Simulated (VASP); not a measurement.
A run of VASP 6.6.1 is set up as follows.

INCAR

```
SYSTEM = CdTe
PREC = Accurate
ENCUT = 600
EDIFF = 1E-7
ISMEAR = 0
SIGMA = 0.01
LREAL = .False.
LASPH = .True.
NELM = 100
ALGO = Normal
ISIF = 3
LWAVE = .False.
LCHARG = .False.
IBRION = 2
NSW = 100
EDIFFG = -0.002
PSTRESS = 20.0
```

Contents of KPOINTS:

```
Automatic mesh
0
Gamma
  6 6 6
  0 0 0
```

POSCAR

```
CdTe
1.0
    3.2050000000      3.2050000000      0.0000000000
   -3.2050000000      3.2050000000      0.0000000000
    0.0000000000      3.2050000000      3.2050000000
Cd Te
1 1
Direct
    0.0000000000      0.0000000000      0.0000000000
    0.7500000000      0.2500000000      0.5000000000
```

Potentials or basis: VASP PAW LDA potentials, release 64 (Cd, Te).

The run is started by

```bash
$ cat potpaw_LDA.64/Cd/POTCAR potpaw_LDA.64/Te/POTCAR > POTCAR
$ mpirun -np 1 vasp_std > vasp.out
```

Task: Estimate the space group after relaxing (to 0.1 Å).

Result: F-43m (No. 216).

Task: Estimate the band gap on the k mesh.

Result: 0.76 eV.

Task: Predict the relaxed volume.

Result: 31.81 Å³/atom.

Task: Estimate the relaxed cell.

Result: a = 4.481 Å, b = 4.481 Å, c = 4.481 Å, α = 60.00°, β = 60.00°, γ = 90.00°.

Step by step:
```csv
step,energy change (eV),largest force (eV/Å),pressure (GPa),volume (Å³)
1,0.0000,0.0000,0.22,65.84
2,0.0340,0.0000,3.10,62.42
3,0.0151,0.0000,1.99,63.61
```

Caveat: the cell is relaxed towards a set pressure, so the run minimises the enthalpy, not the energy; spin-orbit coupling is left out, which moves the levels of the heavy elements. Zero-point motion and thermal expansion aren't in these numbers.
